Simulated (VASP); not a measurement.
# AlNi3 (Pm-3m) in VASP: further runs, part 2 of 2

VASP 6.6.1. Earlier steps stand in the parts before.

### Step 4. Single point, PBEsol, collinear spin, ferromagnetic start

Contents of POSCAR:

```
AlNi3
1.0
    3.5230547267      0.0000000000      0.0000000000
    0.0000000000      3.5230547267      0.0000000000
    0.0000000000      0.0000000000      3.5230547267
Ni Al
3 1
Direct
    0.5000000000      0.5000000000      0.0000000000
    0.5000000000      0.0000000000      0.5000000000
    0.0000000000      0.5000000000      0.5000000000
    0.0000000000      0.0000000000      0.0000000000
```

Contents of INCAR.step1:

```
  ALGO = Normal
  EDIFF = 1E-6
  ENCUT = 310
  GGA = PS
  GGA_COMPAT = F
  ISMEAR = 1
  ISPIN = 2
  KPAR = 2
  LASPH = T
  LCHARG = T
  LMAXMIX = 4
  LORBIT = 11
  LREAL = F
  LWAVE = F
  MAGMOM = 1 1 1 0
  NBANDS = 42
  NELM = 200
  PREC = Accurate
  SIGMA = 0.1
```

Contents of KPOINTS.step1:

```
k-points
0
Gamma
  9 9 9
```

Contents of INCAR.step2:

```
  ALGO = Normal
  EDIFF = 1E-6
  EMAX = 17.7817
  EMIN = -7.2183
  ENCUT = 310
  GGA = PS
  GGA_COMPAT = F
  ICHARG = 11
  ISMEAR = -5
  ISPIN = 2
  KPAR = 2
  LASPH = T
  LCHARG = F
  LMAXMIX = 4
  LORBIT = 11
  LREAL = F
  LWAVE = F
  MAGMOM = 1 1 1 0
  NBANDS = 42
  NEDOS = 2001
  NELM = 200
  PREC = Accurate
```

Contents of KPOINTS.step2:

```
Automatic mesh
0
Gamma
  10 10 10
  0 0 0
```

Potentials or basis: VASP PAW PBE potentials, release 64 (Ni, Al).

The run is started by

```console
> cat potpaw_PBE.64/Ni/POTCAR potpaw_PBE.64/Al/POTCAR > POTCAR
> cp INCAR.step1 INCAR
> cp KPOINTS.step1 KPOINTS
> mpirun -np 2 vasp_std > vasp.out
> cp INCAR.step2 INCAR
> cp KPOINTS.step2 KPOINTS
> mpirun -np 2 vasp_std > vasp.out
```

OUTCAR:

```text
EDIFF = 1E-6
   EMIN = -7.2183
   ENCUT = 310
   GGA = PS
   ICHARG = 11
   ISMEAR = -5
   ISPIN = 2
   LASPH = T
   LORBIT = 11
   LREAL = F
   NELM = 200
   PREC = Accurate

 Found     56 irreducible k-points:

 Following reciprocal coordinates:
            Coordinates               Weight
  0.000000  0.000000  0.000000      1.000000
  0.100000  0.000000  0.000000      6.000000
  0.200000  0.000000  0.000000      6.000000
  0.300000  0.000000  0.000000      6.000000
  0.400000  0.000000  0.000000      6.000000
  0.500000  0.000000  0.000000      3.000000
   k-points           NKPTS =     56   k-points in BZ     NKDIM =     56   number of bands    NBANDS=     42
   number of dos      NEDOS =   2001   number of ions     NIONS =      4
   total plane-waves  NPLWV =   8000
   dimension x,y,z NGX =    20 NGY =   20 NGZ =   20
   dimension x,y,z NGXF=    40 NGYF=   40 NGZF=   40
   ions per type =               3   1
[... 455 lines left out ...]

  FORCE on cell =-STRESS in cart. coord.  units (eV):
  Direction    XX          YY          ZZ          XY          YZ          ZX
  --------------------------------------------------------------------------------------
  -------------------------------------------------------------------------------------
  Total       -0.9877131     -0.9877131     -0.9877131     -0.0000000      0.0000000      0.0000000
  in kB      -36.1895535    -36.1895535    -36.1895535     -0.0000000      0.0000000      0.0000000
  external PRESSURE =     -36.1895535 kB  Pullay stress =       0.0000000 kB

 VOLUME and BASIS-vectors are now :
 -----------------------------------------------------------------------------
  energy-cutoff  :      310.00
  volume of cell :       43.73
      direct lattice vectors                 reciprocal lattice vectors
     3.523054727  0.000000000  0.000000000     0.283844583  0.000000000  0.000000000
     0.000000000  3.523054727  0.000000000     0.000000000  0.283844583  0.000000000
     0.000000000  0.000000000  3.523054727     0.000000000  0.000000000  0.283844583

 POSITION                                       TOTAL-FORCE (eV/Angst)
 -----------------------------------------------------------------------------------
      1.76153      1.76153      0.00000         0.000000      0.000000      0.000000
      1.76153      0.00000      1.76153         0.000000      0.000000      0.000000
      0.00000      1.76153      1.76153         0.000000      0.000000      0.000000
      0.00000      0.00000      0.00000         0.000000      0.000000      0.000000
 -----------------------------------------------------------------------------------
    total drift:                               -0.000000      0.000000      0.000000

  FREE ENERGIE OF THE ION-ELECTRON SYSTEM (eV)
  ---------------------------------------------------
  free  energy   TOTEN  =       -24.3152935780 eV

  energy  without entropy=      -24.3152935780  energy(sigma->0) =      -24.31529358

 total charge

# of ion       s       p       d       tot
------------------------------------------
    1        0.512   0.552   8.378   9.442
    2        0.512   0.552   8.378   9.442
    3        0.512   0.552   8.378   9.442
    4        0.411   0.409   0.000   0.820
--------------------------------------------------
tot          1.946   2.065  25.134  29.145

 magnetization (x)

# of ion       s       p       d       tot
------------------------------------------
    1       -0.003  -0.010   0.259   0.246
    2       -0.003  -0.010   0.259   0.246
    3       -0.003  -0.010   0.259   0.246
    4       -0.001  -0.009   0.000  -0.009
--------------------------------------------------
tot         -0.010  -0.038   0.776   0.727
```

OSZICAR.step1:

```text
N       E                     dE             d eps       ncg     rms          rms(c)
DAV:   1     0.161094624596E+03    0.16109E+03   -0.83374E+03  6296   0.687E+02
DAV:   2    -0.149545613924E+02   -0.17605E+03   -0.15541E+03  6090   0.179E+02
DAV:   3    -0.286748948653E+02   -0.13720E+02   -0.12914E+02  6684   0.553E+01
DAV:   4    -0.289166760854E+02   -0.24178E+00   -0.24132E+00  6712   0.748E+00
DAV:   5    -0.289236165817E+02   -0.69405E-02   -0.69394E-02  6898   0.116E+00    0.215E+01
DAV:   6    -0.297430228561E+02   -0.81941E+00   -0.17730E+01  7304   0.680E+01    0.214E+01
DAV:   7    -0.244043580492E+02    0.53387E+01   -0.67998E+00  7312   0.357E+01    0.278E+00
DAV:   8    -0.243409972462E+02    0.63361E-01   -0.95696E-02  6636   0.152E+00    0.136E+00
DAV:   9    -0.243181770145E+02    0.22820E-01   -0.61641E-03  8192   0.927E-01    0.759E-01
DAV:  10    -0.243168237174E+02    0.13533E-02   -0.15086E-03  7392   0.294E-01    0.191E-01
DAV:  11    -0.243167903417E+02    0.33376E-04   -0.16708E-04  7834   0.128E-01    0.710E-02
DAV:  12    -0.243167818438E+02    0.84979E-05   -0.34248E-05  7616   0.522E-02    0.579E-02
DAV:  13    -0.243167786003E+02    0.32435E-05   -0.60368E-06  6660   0.252E-02    0.182E-02
DAV:  14    -0.243167791819E+02   -0.58153E-06   -0.63842E-07  5046   0.731E-03
   1 F= -.24316779E+02 E0= -.24316615E+02  d E =-.491731E-03  mag=     0.6994
```

Run time: 53 s. Hardware: 2 MPI ranks of Intel Xeon Platinum 8488C (Sapphire Rapids), shared host; peak memory 0.16 GiB.

What came out:

```
Net moment                                            : 0.70 μB per cell
Site moments                                          : Ni +0.25; Al -0.01 μB
Valence electrons inside the program's atomic spheres : Ni 9.44; Al 0.82
Density of states at the Fermi level                  : 0.89 states/eV/atom
```

Levels at points of the mesh, in eV from the Fermi level:
Spin up:
```tsv
k point	band 14	band 15	band 16	band 17	band 18	band 19	band 20	band 21
(0.00, 0.00, 0.00)	-0.05	-0.05	-0.05	0.86	0.86	0.86	6.73	6.73
(0.50, 0.00, 0.00)	-1.19	-1.07	-0.50	-0.05	5.65	5.65	5.66	5.66
(0.50, 0.50, 0.00)	-1.23	-1.00	-0.98	-0.59	0.89	0.89	8.30	8.30
(0.50, 0.50, 0.50)	-1.09	-1.09	-0.26	-0.24	-0.24	-0.24	3.61	4.15
```
Spin down:
```
           k point  band 14  band 15  band 16  band 17  band 18  band 19
(0.00, 0.00, 0.00)     0.35     0.35     0.35     0.83     0.83     0.83
(0.50, 0.00, 0.00)    -0.96    -0.83    -0.30     0.35     5.71     5.71
(0.50, 0.50, 0.00)    -1.10    -0.79    -0.62    -0.45     1.17     1.17
(0.50, 0.50, 0.50)    -0.90    -0.90    -0.27     0.12     0.12     0.12
```

Caveat: the cutoff is under 1.25 times the usual one of these potentials, so pressure, stress and relaxed cells hold a basis-set (Pulay) error; the PAW data sets were made with another functional, which shifts forces and pressure a little; tetrahedron occupations give inexact forces and stress in metals.

### Step 5. Single point, PBEsol, collinear spin, ferromagnetic start

POSCAR is that of step 4.

INCAR.step1: that of step 4 with these lines changed.

```diff
@@ -2,3 +2,3 @@
   EDIFF = 1E-6
-  ENCUT = 310
+  ENCUT = 540
   GGA = PS
```

KPOINTS.step1 is that of step 4.

INCAR.step2: that of step 4 with these lines changed.

```diff
@@ -2,5 +2,5 @@
   EDIFF = 1E-6
-  EMAX = 17.7817
-  EMIN = -7.2183
-  ENCUT = 310
+  EMAX = 17.7707
+  EMIN = -7.2293
+  ENCUT = 540
   GGA = PS
@@ -19,3 +19,3 @@
   NBANDS = 42
-  NEDOS = 2001
+  NEDOS = 4001
   NELM = 200
```

Contents of KPOINTS.step2:

```
Automatic mesh
0
Gamma
  23 23 23
  0 0 0
```

The run is started by

```console
> cat potpaw_PBE.64/Ni/POTCAR potpaw_PBE.64/Al/POTCAR > POTCAR
> cp INCAR.step1 INCAR
> cp KPOINTS.step1 KPOINTS
> mpirun -np 2 vasp_std > vasp.out
> cp INCAR.step2 INCAR
> cp KPOINTS.step2 KPOINTS
> mpirun -np 2 vasp_std > vasp.out
```

Run time: 4.2 min. Hardware: 2 MPI ranks of Intel Xeon Platinum 8488C (Sapphire Rapids), shared host; peak memory 0.93 GiB.

Results (log left out):

```
Net moment                                            : 0.69 μB per cell
Site moments                                          : Ni +0.25; Al -0.01 μB
Valence electrons inside the program's atomic spheres : Ni 9.46; Al 0.81
Density of states at the Fermi level                  : 0.86 states/eV/atom
```

Levels at points of the mesh, in eV from the Fermi level:
Spin up:
```tsv
k point	band 15	band 16	band 17	band 18	band 19	band 20
(0.00, 0.00, 0.00)	-0.06	-0.06	0.86	0.86	0.86	6.72
```
Spin down:
| k point | band 13 | band 14 | band 15 | band 16 | band 17 | band 18 | band 19 | band 20 |
| --- | --- | --- | --- | --- | --- | --- | --- | --- |
| (0.00, 0.00, 0.00) | 0.02 | 0.34 | 0.34 | 0.34 | 0.84 | 0.84 | 0.84 | 6.81 |

Caveat: the PAW data sets were made with another functional, which shifts forces and pressure a little; tetrahedron occupations give inexact forces and stress in metals.

### Step 6. Overview

```tsv
task	level	k mesh	cutoff (eV)	smearing	dipole correction	ions in elastic constants	tolerance level	purpose	K density	gap on the mesh (eV)	moment (μB)
elastic constants	PBEsol	6 × 6 × 6	600	fermi-dirac 0.05 eV	no	relaxed	-	-	-	-	0.66
vibrations by perturbation theory	PBE	6 × 6 × 6	520	fermi-dirac 0.05 eV	no	-	-	-	-	-	0.69
single point	PBEsol	10 × 10 × 10	310	tetrahedron 0.1 eV	-	-	screening	density of states	9 × 9 × 9	none	0.70
single point	PBEsol	23 × 23 × 23	540	tetrahedron 0.1 eV	-	-	screening	density of states	9 × 9 × 9	none	0.69
```

Alike in all rows: potentials or basis VASP PAW PBE potentials, release 64 (Ni, Al); spin collinear, ferromagnetic start; cell as given.

Caveats: the PAW data sets were made with another functional, which shifts forces and pressure a little (at least some runs); tetrahedron occupations give inexact forces and stress in metals (at least some runs); the cell stands under pressure or tension, which shifts response properties (at least some runs); the cutoff is under 1.25 times the usual one of these potentials, so pressure, stress and relaxed cells hold a basis-set (Pulay) error (at least some runs).

Absolute energies hang on the potentials; compare differences alone.
